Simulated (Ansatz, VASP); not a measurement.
**LiBr in VASP and in Ansatz**

Contents of INCAR:

```
ALGO     = Normal         # electronic algorithm
EDIFF    = 1E-6           # SCF threshold, eV
ENCUT    = 750            # plane-wave cutoff, eV
GGA      = PS             # functional
GGA_COMPAT= F            
ISIF     = 2              # what is computed and relaxed
ISMEAR   = -1             # smearing method
LASPH    = T              # aspherical terms in the spheres
LCHARG   = T              # write CHGCAR
LELF     = T              # ELF
LREAL    = F              # projectors in reciprocal space
LVHAR    = T            
LWAVE    = F              # write WAVECAR
NBANDS   = 12             # bands
NELM     = 120            # most SCF steps
PREC     = Accurate       # precision mode
SIGMA    = 0.03           # smearing width, eV
```

File KPOINTS:

```
k-points
0
Gamma
  9 9 9
```

File POSCAR:

```
LiBr
1.0
    0.0000000000      2.4737285602      2.4737285602
    2.4737285602      0.0000000000      2.4737285602
    2.4737285602      2.4737285602      0.0000000000
Li Br
1 1
Direct
    0.0000000000      0.0000000000      0.0000000000
    0.5000000000      0.5000000000      0.5000000000
```

Input for Ansatz:

```yaml
crystal:
  lattice:
    - [0.0, 2.4737285602, 2.4737285602]
    - [2.4737285602, 0.0, 2.4737285602]
    - [2.4737285602, 2.4737285602, 0.0]
  atoms:
    - { symbol: Li, position: [0.0, 0.0, 0.0] }
    - { symbol: Br, position: [0.5, 0.5, 0.5] }
kpoints:
  mp_grid: { grid: [9, 9, 9] }
  band_path:
    path:
      - [0.0, 0.0, 0.0]
      - [0.5, 0.0, 0.5]
      - [0.625, 0.25, 0.625]
      - [0.375, 0.375, 0.75]
      - [0.0, 0.0, 0.0]
      - [0.5, 0.5, 0.5]
      - [0.5, 0.25, 0.75]
      - [0.5, 0.0, 0.5]
    npoints: 6
scf:
  occupations: { method: fermi_dirac, width: 0.03 }
hamiltonian:
  xc: pbesol
  pseudopotentials: { kind: all_electron, lapw: { basis_error: 0.001 } }
output:
  forces: true
  stress: true
  eigenvalues: true
  populations: true
```

Change from the starting cell: volume scaled by 0.75, LAPW.

Alike in both runs: task single point; functional PBEsol; k mesh 9 × 9 × 9; occupations fermi-dirac, width 0.03 eV; no spin polarisation.

|  | VASP | Ansatz |
| --- | --- | --- |
| version | VASP 6.6.1 | Ansatz 0.2.0 |
| potentials or method | VASP PAW PBE potentials, release 64 (Li_sv, Br), cutoff 750 eV | all-electron LAPW, scalar-relativistic |

```csv
,VASP,Ansatz,Ansatz less VASP
gap on the k mesh at the Fermi level (eV),5.60,5.61,+0.009
pressure (GPa),14.0,13.9,-0.10
```

VASP's potentials were made for PBE, not for PBEsol. Ansatz ran all-electron here, and VASP with PAW potentials.
